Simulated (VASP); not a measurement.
Here is a VASP 6.6.1 calculation.

INCAR

```
PREC = Accurate ; ENCUT = 520
EDIFF = 1E-7 ; ISMEAR = 0
SIGMA = 0.1 ; LREAL = False
LASPH = True ; NELM = 80
ALGO = Normal ; ISIF = 2
LWAVE = False ; LCHARG = True
GGA = PE ; LELF = True
LVHAR = True ; NBANDS = 36
```

Contents of KPOINTS:

```
Automatic mesh
0
Gamma
  3 3 4
```

Contents of POSCAR:

```
ZnCd2Se3
1.0
    6.7541778460      0.0000000000      0.0000000000
   -3.3770889230      5.8492895963      0.0000000000
    0.0000000000      0.0000000000      4.1074640538
Zn Cd Se
1 2 3
Direct
    0.0000000000      0.0000000000      0.5000000000
    0.6666666667      0.3333333333      0.5000000000
    0.3333333333      0.6666666667      0.5000000000
    0.0000000000      0.5000000000      0.0000000000
    0.5000000000      0.5000000000      0.0000000000
    0.5000000000      0.0000000000      0.0000000000
```

Potentials or basis: VASP PAW PBE potentials, release 64 (Zn, Cd, Se).

The run is started by

```console
$ cat potpaw_PBE.64/Zn/POTCAR potpaw_PBE.64/Cd/POTCAR potpaw_PBE.64/Se/POTCAR > POTCAR
$ mpirun -np 1 vasp_std > vasp.out
```

Question: Estimate the band gap on the k mesh.

Answer: Zero (band 27 reaches 1.84 eV, above the bottom of band 28 at 1.25 eV).

Question: Predict the pressure.

Answer: 0.2 GPa.

Stress tensor (GPa, compression positive):
```
0.14 0.00 0.00
0.00 0.14 0.00
0.00 0.00 0.28
```

Caveat: the k points lie up to 0.38 Å⁻¹ apart.
